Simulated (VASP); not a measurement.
Runs of VASP 6.6.1 on HfO2. The structure is that of space group R-3m (No. 166), or close to it. The cells are those of the table. 

```tsv
cell	gap on the mesh (eV)	pressure (GPa)	largest force (eV/Å)
a = 3.871 Å, angles 52.2°, 3 atoms	4.46	-4.2	0.22
a = 4.972 Å, angles 33.6°, 3 atoms	3.45	42.7	1.39
a = 3.317 Å, angles 75.3°, 3 atoms	4.31	41.7	(b)
a = 4.556 Å, angles 38.9°, 3 atoms	4.00	28.3	0.69
a = 4.154 Å, angles 45.7°, 3 atoms	(a)	10.3	0.24
a = 3.447 Å, angles 67.3°, 3 atoms	4.48	-2.5	2.12
a = 3.716 Å, angles 56.6°, 3 atoms	4.28	-10.4	0.27
a = 3.535 Å, angles 63.2°, 3 atoms	4.28	-10.3	0.61
a = 3.222 Å, 3 atoms	none	237.2	50.04
a = 3.247 Å, angles 82.7°, 3 atoms	2.00	136.6	29.22
```

Alike in all rows: task single point; level r2SCAN; potentials or basis VASP PAW PBE potentials, release 64 (Hf_pv, O); no spin polarisation; k mesh 8 × 8 × 8; cutoff (eV) 520; smearing gaussian 0.05 eV.

**Question.** Fill in the values left out.

**Answer.** (a) 4.24; (b) 10.08.

Caveats: the PAW data sets were made with another functional, which shifts forces and pressure a little; spin-orbit coupling is left out, which moves the levels of the heavy elements.

A k mesh can miss the band edges, and the runs leave out spin-orbit coupling on Hf.

A gap of «none» marks levels without a gap at the run's occupations.
